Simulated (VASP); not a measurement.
# Al32Cu (a cell with a defect) in VASP: single point with PBE

Aim: the single point of Al32Cu (a cell with a defect) with PBE.

Everything below comes from runs of VASP 6.6.1. Logs are shortened: lines on timing, memory, paths and dates and some standing lists are left out, and cuts for length are marked.

### 1 The cell of the first run

The cell holds a defect, 33 atoms: a = 8.100 Å, b = 8.100 Å, c = 8.100 Å, α = 90.00°, β = 90.00°, γ = 90.00°.

### 2 Single point, PBE

Contents of INCAR:

```
SYSTEM = Al32Cu
  PREC = Accurate
  ENCUT = 520
  EDIFF = 1E-6
  ISMEAR = -1
  SIGMA = 0.1
  LREAL = Auto
  LASPH = .True.
  NELM = 100
  ALGO = Normal
  ISIF = 2
  LWAVE = .False.
  LCHARG = .False.
  GGA = PE
  NBANDS = 76
```

Contents of KPOINTS:

```
Automatic mesh
0
Gamma
  2 2 2
  0 0 0
```

Contents of POSCAR:

```
Al32Cu
1.0
    8.1000000000      0.0000000000      0.0000000000
    0.0000000000      8.1000000000      0.0000000000
    0.0000000000      0.0000000000      8.1000000000
Al Cu
32 1
Direct
    0.4865105528      0.0040379079      0.0037119245
    0.7464567117      0.2145820164      0.0034668362
    0.7461987191      0.0040403513      0.2634390387
    0.0062468786      0.0041538893      0.0037251338
    0.2458427730      0.2437280836      0.0037249473
    0.4549549782      0.5030907777      0.0030826339
    0.7468908931      0.7950153634      0.0030993684
    0.2465677828      0.0034182164      0.2569976404
    0.4929028184      0.2504390706      0.2570230063
    0.7468396691      0.5031568583      0.2949384690
    0.4929348148      0.0034208326      0.5033893598
    0.7462386523      0.2437370476      0.5040907436
    0.7462176353      0.0041341741      0.7436895850
    0.0353852396      0.5035107286      0.0034650977
    0.2459203872      0.7634713626      0.0037175333
   -0.0000842787      0.2500627665      0.2574579451
    0.2459270232      0.5037731599      0.2634403362
    0.4935914489      0.7563915941      0.2563545445
   -0.0003244103      0.0035798103      0.5035180094
    0.2463893735      0.2503048014      0.5035140450
    0.4865062520      0.5037638943      0.5039776165
    0.7462009432      0.7634746695      0.5039834693
    0.2464106255      0.0035565512      0.7502600993
    0.4924678467      0.2500336482      0.7499908771
    0.7464631683      0.5035080866      0.7145140213
   -0.0004525621      0.7570808985      0.2570308934
    0.0062415867      0.5037497320      0.5041015248
    0.2465704844      0.7570411981      0.5033854500
    0.0000264102      0.2499452239      0.7498922151
    0.2458491013      0.5037683183      0.7436859912
    0.4929244493      0.7570515672      0.7504242687
   -0.0000636054      0.7575079662      0.7499990437
    0.7448567374      0.5051051334      0.0050119315
```

Potentials or basis: VASP PAW PBE potentials, release 64 (Al, Cu).

Started as:

```sh
$ cat potpaw_PBE.64/Al/POTCAR potpaw_PBE.64/Cu/POTCAR > POTCAR
$ mpirun -np 1 vasp_std > vasp.out
```

OUTCAR:

```text
SYSTEM = Al32Cu
   PREC = Accurate
   ENCUT = 520
   EDIFF = 1E-6
   ISMEAR = -1
   LREAL = Auto
   LASPH = .True.
   NELM = 100
   ISIF = 2
   GGA = PE

 ion  position               nearest neighbor table
   1  0.487  0.004  0.004-   7 2.70   2 2.71   5 2.75  15 2.76   8 2.83  23 2.83   9 2.86  24 2.86
                            31 2.87  18 2.87   3 2.97  13 2.98
   2  0.746  0.215  0.003-  33 2.35   4 2.71  13 2.71   1 2.71   3 2.71  29 2.92   9 2.92  16 2.92
                            24 2.92  14 3.31  25 3.31   6 3.32  10 3.32
   3  0.746  0.004  0.263-   7 2.70   2 2.71  12 2.75  22 2.76  11 2.83  19 2.83   9 2.86  16 2.86
                            18 2.87  26 2.87   1 2.97   4 2.98
   4  0.006  0.004  0.004-   7 2.70   2 2.71   5 2.74  15 2.75   8 2.83  23 2.83  29 2.86  16 2.86
                            32 2.87  26 2.87   3 2.98  13 2.98
   5  0.246  0.244  0.004-   6 2.70  14 2.71   4 2.74   1 2.75   8 2.83  23 2.83  29 2.86  16 2.86
                             9 2.87  24 2.87  17 2.98  30 2.98
   6  0.455  0.503  0.003-  33 2.35   5 2.70  30 2.70  17 2.70  15 2.70  24 2.91   9 2.92  31 2.92
                            18 2.92   2 3.32  25 3.32  10 3.34   7 3.34
   7  0.747  0.795  0.003-  33 2.35   4 2.70  13 2.70   3 2.70   1 2.70  32 2.91  26 2.92  31 2.92
                            18 2.92  14 3.32  25 3.32  10 3.34   6 3.34
   8  0.247  0.003  0.257-  11 2.82  28 2.82  16 2.83   9 2.83  26 2.83  20 2.83  15 2.83   1 2.83
                            19 2.83   5 2.83   4 2.83  18 2.83
   9  0.493  0.250  0.257-  20 2.82   8 2.83  11 2.83   3 2.86   1 2.86  21 2.87  17 2.87   5 2.87
[... 32 lines left out ...]
                            32 2.92  14 3.31   2 3.31   6 3.32   7 3.32
  26  1.000  0.757  0.257-  19 2.82   8 2.83  28 2.83  15 2.86  17 2.86  22 2.87   3 2.87   4 2.87
                            27 2.87   7 2.92  10 2.92  14 2.92
  27  0.006  0.504  0.504-  10 2.70  25 2.71  30 2.74  17 2.75  20 2.83  28 2.83  29 2.86  32 2.86
                            16 2.87  26 2.87  22 2.98  12 2.98
  28  0.247  0.757  0.503-  11 2.82   8 2.82  32 2.83  26 2.83  23 2.83  31 2.83  17 2.83  21 2.83
                            19 2.83  30 2.83  27 2.83  18 2.83
  29  0.000  0.250  0.750-  19 2.82  20 2.82  23 2.82  12 2.86  27 2.86  13 2.86   4 2.86  30 2.86
                             5 2.86  25 2.92  14 2.92   2 2.92
  30  0.246  0.504  0.744-   6 2.70  14 2.71  27 2.74  21 2.75  28 2.83  20 2.83  29 2.86  32 2.86
                            24 2.87  31 2.87  15 2.98   5 2.98
  31  0.493  0.757  0.750-  23 2.82  28 2.83  11 2.83  22 2.86  21 2.86   1 2.87  15 2.87  30 2.87
                            13 2.87   6 2.92   7 2.92  25 2.92
  32  1.000  0.758  0.750-  23 2.82  19 2.82  28 2.83  30 2.86  27 2.86  15 2.86  22 2.86  13 2.87
                             4 2.87   7 2.91  14 2.92  25 2.92
  33  0.745  0.505  0.005-   6 2.35   7 2.35  10 2.35  25 2.35   2 2.35  14 2.35

  LATTYP: Found a simple cubic cell.
 ALAT       =     8.1000000000

  Lattice vectors:

 A1 = (   8.1000000000,   0.0000000000,   0.0000000000)
 A2 = (   0.0000000000,   8.1000000000,   0.0000000000)
 A3 = (   0.0000000000,   0.0000000000,   8.1000000000)

Analysis of symmetry for initial positions (statically):
=====================================================================
 Subroutine PRICEL returns:
 Original cell was already a primitive cell.

 Routine SETGRP: Setting up the symmetry group for a
 simple cubic supercell.

 Subroutine GETGRP returns: Found  1 space group operations
 (whereof  1 operations were pure point group operations)
 out of a pool of 48 trial point group operations.

The static configuration has the point symmetry C_1 .

Analysis of symmetry for dynamics (positions and initial velocities):
=====================================================================
 Subroutine PRICEL returns:
 Original cell was already a primitive cell.

 Routine SETGRP: Setting up the symmetry group for a
 simple cubic supercell.

 Subroutine GETGRP returns: Found  1 space group operations
 (whereof  1 operations were pure point group operations)
 out of a pool of 48 trial point group operations.

The dynamic configuration has the point symmetry C_1 .

 Subroutine INISYM returns: Found  1 space group operations
 (whereof  1 operations are pure point group operations),
 and found     1 'primitive' translations

----------------------------------------------------------------------------------------

                                     Primitive cell

  volume of cell :     531.4410

  direct lattice vectors                    reciprocal lattice vectors
     8.100000000  0.000000000  0.000000000     0.123456790  0.000000000  0.000000000
     0.000000000  8.100000000  0.000000000     0.000000000  0.123456790  0.000000000
[... 87 lines left out ...]
     0.061728395  0.000000000  0.000000000     0.500000000  0.000000000  0.000000000
     0.000000000  0.061728395  0.000000000     0.000000000  0.500000000  0.000000000
     0.000000000  0.000000000  0.061728395     0.000000000  0.000000000  0.500000000

  Length of vectors
     0.061728395  0.061728395  0.061728395

  Shift w.r.t. Gamma in fractional coordinates (k-lattice)
     0.000000000  0.000000000  0.000000000

 Subroutine IBZKPT returns following result:
 ===========================================

 Found      8 irreducible k-points:

 Following reciprocal coordinates:
            Coordinates               Weight
  0.000000  0.000000  0.000000      1.000000
  0.500000  0.000000  0.000000      1.000000
  0.000000  0.500000  0.000000      1.000000
  0.000000  0.000000  0.500000      1.000000
  0.500000  0.500000  0.000000      1.000000
  0.000000  0.500000  0.500000      1.000000
  0.500000  0.000000  0.500000      1.000000
  0.500000  0.500000  0.500000      1.000000
   k-points           NKPTS =      8   k-points in BZ     NKDIM =      8   number of bands    NBANDS=     76
   number of dos      NEDOS =    301   number of ions     NIONS =     33
   total plane-waves  NPLWV = 216000
   dimension x,y,z NGX =    60 NGY =   60 NGZ =   60
   dimension x,y,z NGXF=   120 NGYF=  120 NGZF=  120
   ions per type =              32   1
   NGX,Y,Z   is equivalent  to a cutoff of  12.31, 12.31, 12.31 a.u.
   NGXF,Y,Z  is equivalent  to a cutoff of  24.63, 24.63, 24.63 a.u.
 SYSTEM =  Al32Cu
   PREC   = accura    normal or accurate (medium, high low for compatibility)
   ISTART =      0    job   : 0-new  1-cont  2-samecut
   ICHARG =      2    charge: 1-file 2-atom 10-const
   ISPIN  =      1    spin polarized calculation?
   LNONCOLLINEAR =      F non collinear calculations
   LSORBIT =      F    spin-orbit coupling
   LASPH  =      T    aspherical Exc in radial PAW
   ENCUT  =  520.0 eV  38.22 Ry    6.18 a.u.  15.06 15.06 15.06*2*pi/ulx,y,z
   NELM   =    100;   NELMIN=  2; NELMDL= -5     # of ELM steps
   EDIFF  = 0.1E-05   stopping-criterion for ELM
   LREAL  =      T    real-space projection
   EDIFFG = 0.1E-04   stopping-criterion for IOM
   NSW    =      0    number of steps for IOM
   IBRION =     -1    ionic relax: 0-MD 1-quasi-New 2-CG
   NFREE  =      0    steps in history (QN), initial steepest desc. (CG)
   ISIF   =      2    stress and relaxation
   ISYM   =      2    0-nonsym 1-usesym 2-fastsym
   POTIM  = 0.5000    time-step for ionic-motion
   TEBEG  =    0.0;   TEEND  =   0.0 temperature during run
   PSTRESS=    0.0 pullay stress
   NELECT =     107.0000    total number of electrons
   NUPDOWN=      -1.0000    fix difference up-down
   EMIN   =  10.00;   EMAX   =-10.00  energy-range for DOS
   EFERMI =   0.00;   METHOD = LEGACY
   ISMEAR =    -1;   SIGMA  =   0.10  broadening in eV -4-tet -1-fermi 0-gaus
   EFERMI_NEDOS =   21; number of points for ismear=-14 and -15
   IALGO  =     38    algorithm
   IMIX   =      4    mixing-type and parameters
     AMIX     =   0.40;   BMIX     =  1.00
     AMIX_MAG =   1.60;   BMIX_MAG =  1.00
  volume/ion in A,a.u.               =      16.10       108.68
  Fermi-wavevector in a.u.,A,eV,Ry     =   0.959513  1.813218 12.526422  0.920666
  Thomas-Fermi vector in A             =   2.088716
   LORBIT       =      0    0 simple, 1 ext, 2 COOP (PROOUT), +10 PAW based schemes
   GGA     = PE    functional components
   LHFCALC =     F    Hartree Fock is set to
   AEXX    =    0.0000 exact exchange contribution
   IVDW    =     0    specifies the selected vdW correction
   LEPSILON=     F    determine dielectric tensor
   LRPA    =     F    only Hartree local field effects (RPA)
 non-spin polarized calculation
  energy-cutoff  :      520.00
  volume of cell :      531.44
 maximum number of plane-waves:     14400
   NGX = 31   NGY = 31   NGZ = 31

 number of electron     106.9999998 magnetization

 Free energy of the ion-electron system (eV)
  ---------------------------------------------------
  ext. energy  EPLUGINS =         0.00000000
  ---------------------------------------------------
  free energy    TOTEN  =      -122.93984785 eV

  energy without entropy =     -122.53591693  energy(sigma->0) =     -122.73788239

 E-fermi :   7.8428     XC(G=0): -10.2984

 val. band max:        7.7847548815   @ k =   0.5000   0.0000   0.0000
 cond. band min:       7.9675992036   @ k =   0.0000   0.0000   0.0000
 fundamental gap:      0.1828443221
 Fermi energy:         7.8428020848

 k-point     1 :       0.0000    0.0000    0.0000
  band No.  band energies     occupation
      1      -3.0683      2.00000
      2      -0.9955      2.00000
      3      -0.9954      2.00000
      4      -0.7455      2.00000
      5      -0.7455      2.00000
      6      -0.7448      2.00000
[... 533 lines left out ...]
     64      11.2157      0.00000
     65      11.3835      0.00000
 [bands above 65 left out]

------------------------ aborting loop because EDIFF is reached ----------------------------------------

  FORCE on cell =-STRESS in cart. coord.  units (eV):
  Direction    XX          YY          ZZ          XY          YZ          ZX
  --------------------------------------------------------------------------------------
  -------------------------------------------------------------------------------------
  Total        9.5756625      9.5737456      9.5745792      0.0384234     -0.0349837      0.0365944
  in kB       28.8685093     28.8627301     28.8652432      0.1158381     -0.1054682      0.1103242
  external PRESSURE =      28.8654942 kB  Pullay stress =       0.0000000 kB

 VOLUME and BASIS-vectors are now :
 -----------------------------------------------------------------------------
  energy-cutoff  :      520.00
  volume of cell :      531.44
      direct lattice vectors                 reciprocal lattice vectors
     8.100000000  0.000000000  0.000000000     0.123456790  0.000000000  0.000000000
     0.000000000  8.100000000  0.000000000     0.000000000  0.123456790  0.000000000
     0.000000000  0.000000000  8.100000000     0.000000000  0.000000000  0.123456790

 POSITION                                       TOTAL-FORCE (eV/Angst)
 -----------------------------------------------------------------------------------
      3.94074      0.03271      0.03007        -0.002696     -0.004996     -0.004970
      6.04630      1.73811      0.02808         0.000453     -0.005315      0.000207
      6.04421      0.03273      2.13386         0.005401     -0.003501      0.002721
      0.05060      0.03365      0.03017        -0.002941     -0.003207     -0.000977
      1.99133      1.97420      0.03017         0.002660      0.002757     -0.001521
      3.68514      4.07504      0.02497        -0.000986      0.005321      0.004907
[... 25 lines left out ...]
      8.09948      6.13581      6.07499        -0.003458     -0.001680      0.002101
      6.03334      4.09135      0.04060         0.006140     -0.005735     -0.004547
 -----------------------------------------------------------------------------------
    total drift:                                0.019565     -0.019392     -0.019808

  FREE ENERGIE OF THE ION-ELECTRON SYSTEM (eV)
  ---------------------------------------------------
  free  energy   TOTEN  =      -122.9398478511 eV

  energy  without entropy=     -122.5359169322  energy(sigma->0) =     -122.73788239
```

Wall time 9 min (1 thread of Intel Xeon 6975P-C, shared host); peak memory 0.58 GiB.

What came out:

```
Free energy   : -122.9398 eV
Pressure      : 2.9 GPa
Largest force : 0.010 eV/Å
```

Forces in eV/Å, atoms in the order of the input:
```
Al  -0.003 -0.005 -0.005
Al   0.000 -0.005  0.000
Al   0.005 -0.004  0.003
Al  -0.003 -0.003 -0.001
Al   0.003  0.003 -0.002
Al  -0.001  0.005  0.005
Al  -0.005  0.000  0.004
Al  -0.001  0.001 -0.002
Al  -0.002  0.000  0.003
Al  -0.004  0.004  0.000
Al   0.001  0.000  0.000
Al   0.000  0.003 -0.004
Al   0.001 -0.003  0.003
Al   0.006  0.000  0.000
Al   0.005  0.002 -0.005
Al  -0.003  0.002 -0.001
Al   0.004 -0.005  0.002
Al  -0.002  0.001  0.001
Al  -0.001  0.002  0.002
Al  -0.001  0.001  0.003
Al  -0.003 -0.006 -0.004
Al   0.006  0.003 -0.004
Al  -0.002  0.003  0.001
Al   0.002  0.003  0.002
Al   0.000  0.000 -0.006
Al   0.000  0.002  0.003
Al  -0.003  0.000 -0.004
Al  -0.001 -0.002  0.000
Al  -0.002  0.002  0.003
Al   0.003 -0.001  0.003
Al  -0.003  0.003  0.000
Al  -0.003 -0.002  0.002
Cu   0.006 -0.006 -0.005
```

Caveat: the k points lie up to 0.39 Å⁻¹ apart.
